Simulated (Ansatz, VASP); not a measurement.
**Ta: VASP beside Ansatz**

Contents of INCAR:

```
SYSTEM = Ta
ALGO = Normal
EDIFF = 1E-6
ENCUT = 520
GGA = PS
ISIF = 2
ISMEAR = 0
LASPH = .True.
LCHARG = .False.
LREAL = .False.
LWAVE = .False.
NBANDS = 12
NELM = 80
PREC = Accurate
SIGMA = 0.1
```

KPOINTS

```
k-points
0
Gamma
  18 18 18
  0 0 0
```

The input POSCAR:

```
Ta
1.0
   -1.6236903490      1.6236903490      1.6236903490
    1.6236903490     -1.6236903490      1.6236903490
    1.6236903490      1.6236903490     -1.6236903490
Ta
1
Direct
    0.0000000000      0.0000000000      0.0000000000
```

Input for Ansatz:

```yaml
crystal:
  lattice:
    - [-1.623690349, 1.623690349, 1.623690349]
    - [1.623690349, -1.623690349, 1.623690349]
    - [1.623690349, 1.623690349, -1.623690349]
  atoms:
    - { symbol: Ta, position: [0.0, 0.0, 0.0] }
basis:
  ecutwfc: 420
kpoints:
  mp_grid: { grid: [18, 18, 18] }
hamiltonian:
  xc: pbesol
scf:
  occupations: { method: gaussian, width: 0.1 }
output:
  forces: true
  stress: true
  eigenvalues: true
```

Alike in both runs: task single point; functional PBEsol; k mesh 18 × 18 × 18; occupations gaussian, width 0.1 eV; no spin polarisation.

|  | VASP | Ansatz |
| --- | --- | --- |
| version | VASP 6.6.1 | Ansatz 0.2.0 |
| potentials or method | VASP PAW PBE potentials, release 64 (Ta_pv), cutoff 520 eV | scalar-relativistic, plane waves, PAW |
| valence electrons in the cell | 11 | 13 |

```tsv
	VASP	Ansatz	Ansatz less VASP
gap on the k mesh at the Fermi level (eV)	none	none	-
pressure (GPa)	6.9	6.7	-0.26
```

VASP's potentials were made for PBE, not for PBEsol. A gap of «none» marks a metal or a gap that the smearing closes. The functional is the same, so the differences come from potentials, cutoffs and numerics. VASP's potentials hold 11 valence electrons a cell and Ansatz's 13, so a difference there can come from the potentials and not from the codes.

Spin-orbit coupling is off throughout.
